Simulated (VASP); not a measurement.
**MnO2: single point with RPBE+D4**

Crystal: MnO2.

```xyz
3
Lattice="2.8730 0.0000 0.0000 -1.4365 2.4881 0.0000 0.0000 0.0000 4.4544" Properties=species:S:1:pos:R:3 pbc="T T T"
Mn    0.0000    0.0000    2.2272
O     0.0000    1.6587    3.1857
O     1.4365    0.8294    1.2687
```

* Program: VASP 6.6.1
* Task: single point
* Functional: RPBE
* Dispersion: D4
* Potentials or basis: VASP PAW PBE potentials, release 64 (Mn_pv, O)
* Cutoff: 520 eV
* k mesh: 11 × 11 × 6
* Occupations: fermi-dirac, width 0.05 eV
* Spin: collinear spin, ferromagnetic start
* Starting moments: [4.0, 0.0, 0.0] μB

```yaml
Pressure: 1.0 GPa
Largest_force: 0.090 eV/Å
Band_gap_on_the_k_mesh: 0.96 eV, indirect (least direct gap 1.04 eV)
Net_moment: 3.00 μB per cell
Site_moments: Mn +2.87; O +0.03 μB
Valence_electrons_inside_the_program's_atomic_spheres: Mn 11.69; O 5.00
Dispersion_energy_per_atom: -0.400 eV
```

Forces in eV/Å, atoms in the order of the input:
```
Mn   0.000  0.000  0.000
O    0.000  0.000  0.090
O    0.000  0.000 -0.090
```

Stress tensor (GPa, compression positive):
```
1.24 0.00 0.00
0.00 1.24 0.00
0.00 0.00 0.64
```

Levels at points of the mesh, in eV from the valence-band top:
Spin up:
| k point | band 12 | band 13 | band 14 | band 15 | band 16 | band 17 |
| --- | --- | --- | --- | --- | --- | --- |
| (0.00, 0.00, 0.00) | -1.30 | -0.89 | -0.44 | 2.81 | 2.81 | 7.39 |
| (0.00, 0.00, 0.50) | -1.37 | -1.37 | -0.08 | 2.89 | 2.89 | 9.61 |
Spin down:
```
           k point  band 7  band 8  band 9  band 10  band 11  band 12  band 13  band 14  band 15  band 16
(0.00, 0.00, 0.00)   -4.87   -4.87   -1.27    -1.27    -0.75     0.97     0.97     2.49     4.12     4.12
(0.00, 0.00, 0.50)   -4.84   -4.30   -2.29    -1.34    -1.34     0.96     0.96     2.62     4.19     4.19
```

Run time: 73 s on 1 thread of AMD EPYC 9R45 96-Core Processor (Zen 5), on a shared host, peak memory 0.2 GiB.

Caveat: the PAW data sets were made with another functional, which shifts forces and pressure a little; a cell with one magnetic atom can't hold antiferromagnetic order, which such compounds often take. A hybrid or GW would open this gap; RPBE tends to underestimate it.
